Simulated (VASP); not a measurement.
Write the native input for VASP 6.6.1 that does the following.

```
Task                   : single point
Functional             : PBEsol
Potentials or basis    : VASP PAW PBE potentials, release 64 (Br)
Cutoff                 : 520 eV
k mesh                 : 14 × 14 × 8
Occupations            : fermi-dirac, width 0.1 eV
Spin                   : no spin polarisation
Dipole correction      : no
Further INCAR settings : ALGO = Normal; EDIFF = 1e-07; NBANDS = 14
```

The structure of Br lies in POSCAR:

```
Br
1.0
    3.2518648590      0.0000000000      0.0000000000
   -1.6259324295      2.8161975776      0.0000000000
    0.0000000000      0.0000000000      4.3050292370
Br
2
Direct
    0.3333333333      0.6666666667      0.2500000000
    0.6666666667      0.3333333333      0.7500000000
```

This cell differs from its parent crystal: volume scaled by 0.76.

One way to write it, as run:

INCAR

```
PREC     = Accurate       # precision mode
ENCUT    = 520            # plane-wave cutoff, eV
EDIFF    = 1E-7           # SCF threshold, eV
ISMEAR   = -1             # smearing method
SIGMA    = 0.1            # smearing width, eV
LREAL    = F              # projectors in reciprocal space
LASPH    = T              # aspherical terms in the spheres
NELM     = 60             # most SCF steps
ALGO     = Normal         # electronic algorithm
ISIF     = 2              # what is computed and relaxed
LWAVE    = F              # write WAVECAR
LCHARG   = F              # write CHGCAR
GGA      = PS             # functional
NBANDS   = 14             # bands
```

KPOINTS

```
Automatic mesh
0
Gamma
  14 14 8
```

Potentials or basis: VASP PAW PBE potentials, release 64 (Br).

The run is started by

```bash
$ cat potpaw_PBE.64/Br/POTCAR > POTCAR
$ mpirun -np 1 vasp_std > vasp.out
```

Results of the run:

The pressure is 16.0 GPa. The band gap on the k mesh is zero (band 7 reaches 6.45 eV, above the bottom of band 8 at 3.72 eV).

Caveat: the PAW data sets were made with another functional, which shifts forces and pressure a little.

It took 22 s on 1 thread of Intel(R) Xeon(R) 6975P-C (Granite Rapids) (shared host), peak memory 0.18 GiB.
